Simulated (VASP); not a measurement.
Crystal: GaGe3.

```
Ge Ga
1.0
     0.00000    3.43174    3.43174
     3.43174    0.00000    3.43174
     3.43174    3.43174    0.00000
Ge Ga
3 1
Direct
  0.50000 0.50000 0.50000
  0.75000 0.75000 0.75000
  0.25000 0.25000 0.25000
  0.00000 0.00000 0.00000
```

Base run:

* Program: VASP 6.6.1
* Functional: PBE
* Potentials or basis: VASP PAW PBE potentials, release 64 (Ge_d, Ga_d)
* Cutoff: 520 eV
* k mesh: 7 × 7 × 7
* Occupations: fermi-dirac, width 0.05 eV
* Spin: no spin polarisation

Its results: pressure -2.5 GPa.

Problem. The run is repeated on the same cell with these changes: functional from PBE to PBEsol. What comes out?

Solution. Pressure -5.8 GPa.

PBEsol binds more tightly than PBE, so the same cell stands under less pressure.

Caveats: the PAW data sets were made with another functional, which shifts forces and pressure a little (some runs).
